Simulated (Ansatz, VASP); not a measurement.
# GaN: VASP beside Ansatz

File INCAR:

```
SYSTEM = GaN
PREC = Accurate
ENCUT = 600
EDIFF = 1E-6
ISMEAR = 0
SIGMA = 0.02
LREAL = .FALSE.
LASPH = .TRUE.
NELM = 120
ALGO = Normal
ISIF = 2
LWAVE = .FALSE.
LCHARG = .FALSE.
GGA = PE
NBANDS = 16
GGA_COMPAT = .FALSE.
```

KPOINTS

```
Automatic mesh
0
G
  4 4 4
  0 0 0
```

POSCAR

```
GaN
1.0
    0.0000000000      2.2535006075      2.2535006075
    2.2535006075      0.0000000000      2.2535006075
    2.2535006075      2.2535006075      0.0000000000
Ga N
1 1
Direct
    0.0000000000      0.0000000000      0.0000000000
    0.7500000000      0.7500000000      0.7500000000
```

Input for Ansatz:

```yaml
crystal:
  lattice:
    - [0.0, 2.2535006075, 2.2535006075]
    - [2.2535006075, 0.0, 2.2535006075]
    - [2.2535006075, 2.2535006075, 0.0]
  atoms:
    - { symbol: Ga, position: [0.0, 0.0, 0.0] }
    - { symbol: "N", position: [0.75, 0.75, 0.75] }
basis:
  ecutwfc: 420
kpoints:
  mp_grid: { grid: [4, 4, 4] }
hamiltonian:
  xc: pbe
scf:
  occupations: { method: gaussian, width: 0.02 }
output:
  forces: true
  stress: true
  eigenvalues: true
```

Alike in both runs: task single point; functional PBE; k mesh 4 × 4 × 4; occupations gaussian, width 0.02 eV; no spin polarisation.

```csv
,VASP,Ansatz
version,VASP 6.6.1,Ansatz 0.2.0
potentials or method,"VASP PAW PBE potentials, release 64 (Ga_d, N), cutoff 600 eV","scalar-relativistic, plane waves, PAW"
valence electrons in the cell,18,18
```

Ansatz gave:

```
gap on the k mesh at the Fermi level (eV) : 1.70
least direct gap on the mesh (eV)         : 1.70
pressure (GPa)                            : 5.0
```

Question: Estimate VASP's values.

Answer: gap on the k mesh at the Fermi level (eV): 1.70; least direct gap on the mesh (eV): 1.70; pressure (GPa): 4.9.

The k mesh is coarse, so the values compare programs but aren't converged.
